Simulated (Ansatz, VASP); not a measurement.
**One calculation of AlNi, two programs**

```
Al Ni
1.0
     1.79887   -1.79882    0.00000
     2.24352    2.24348    0.00000
     0.00000    0.00000    2.86887
Al Ni
1 1
Direct
  0.00000 0.00000 0.00000
  0.50000 0.50000 0.50000
```

Change from the starting cell: normal strain along x -0.1100, normal strain along y +0.1100.

Alike in both runs: task single point; functional PBEsol; k mesh 16 × 16 × 16; occupations gaussian, width 0.15 eV; no spin polarisation.

```csv
,VASP,Ansatz
version,VASP 6.6.1,Ansatz 0.2.0
potentials or method,"VASP PAW PBE potentials, release 64 (Al, Ni), cutoff 520 eV","scalar-relativistic, plane waves, PAW"
valence electrons in the cell,13,21
```

Ansatz gave:

```
gap on the k mesh at the Fermi level (eV)                     : none
pressure (GPa)                                                : 4.6
traceless stress, the component that is largest in VASP (GPa) : -11.97
```

Task: Estimate VASP's values.

Result: gap on the k mesh at the Fermi level (eV): none; pressure (GPa): 5.0; traceless stress, the component that is largest in VASP (GPa): -12.14.

VASP's potentials were made for PBE, not for PBEsol, and Ansatz warns of the same on its side. A gap of «none» marks a metal or a gap that the smearing closes. The functional is the same, so the differences come from potentials, cutoffs and numerics. VASP's potentials hold 13 valence electrons a cell and Ansatz's 21, so a difference there can come from the potentials and not from the codes. Ansatz's warnings: near symmetry operations not taken.
